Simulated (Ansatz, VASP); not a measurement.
# Sn: VASP beside Ansatz

Contents of INCAR:

```
PREC     = Accurate       # precision mode
ENCUT    = 500            # plane-wave cutoff, eV
EDIFF    = 1E-6           # SCF threshold, eV
ISMEAR   = -1             # smearing method
SIGMA    = 0.1            # smearing width, eV
LREAL    = False          # projectors in reciprocal space
LASPH    = True           # aspherical terms in the spheres
NELM     = 120            # most SCF steps
ALGO     = Normal         # electronic algorithm
ISIF     = 2              # what is computed and relaxed
LWAVE    = False          # write WAVECAR
LCHARG   = True           # write CHGCAR
GGA      = PE             # functional
LELF     = True           # ELF
LVHAR    = True         
NBANDS   = 36             # bands
GGA_COMPAT= False
```

Contents of KPOINTS:

```
regular mesh
0
Gamma
  12 12 4
```

POSCAR

```
Sn
1.0
    3.2965176467      0.0000000000      0.0000000000
   -1.6482588234      2.8548680261      0.0000000000
    0.0000000000      0.0000000000     10.8913216844
Sn
4
Direct
    0.0000000000      1.0000000000      0.0000000000
    0.0000000000      1.0000000000      0.5000000000
    0.3333333333      0.6666666667      0.2500000000
    0.6666666667      0.3333333333      0.7500000000
```

Input for Ansatz:

```yaml
crystal:
  lattice:
    - [3.2965176467, 0.0, 0.0]
    - [-1.6482588234, 2.8548680261, 0.0]
    - [0.0, 0.0, 10.8913216844]
  atoms:
    - { symbol: Sn, position: [0.0, 1.0, 0.0] }
    - { symbol: Sn, position: [0.0, 1.0, 0.5] }
    - { symbol: Sn, position: [0.3333333333, 0.6666666667, 0.25] }
    - { symbol: Sn, position: [0.6666666667, 0.3333333333, 0.75] }
hamiltonian:
  xc: pbe
  pseudopotentials:
    kind: paw
    azcp:
      Sn: "pseudopotentials/Sn.paw.azcp"
basis:
  ecutwfc: 420
  fft_grid_basis: typed
kpoints:
  mp_grid: { grid: [12, 12, 4], shift: [0, 0, 0] }
magnetization:
  spin_polarized: false
scf:
  occupations: { method: fermi_dirac, width: 0.1 }
  lower_state_search: "off"
output:
  stress: true
  write_density: true
  write_potential: true
  elf: true
  volumetric_format: npy
```

Alike in both runs: task single point; functional PBE; k mesh 12 × 12 × 4; occupations fermi-dirac, width 0.1 eV; no spin polarisation.

|  | VASP | Ansatz |
| --- | --- | --- |
| version | VASP 6.6.1 | Ansatz 0.2.0 |
| potentials or method | VASP PAW PBE potentials, release 64 (Sn_d), cutoff 500 eV | plane waves (420 eV) with PAW, scalar-relativistic |
| valence electrons in the cell | 56 | 56 |

Ansatz gave:

- pressure (GPa): 5.0
- traceless stress, the component that is largest in VASP (GPa): -0.24

Q: What did VASP give for the same quantities?

A: Pressure (GPa): 4.9; traceless stress, the component that is largest in VASP (GPa): -0.25.

With one functional, cell and mesh, what is left measures potentials, basis and numerics.
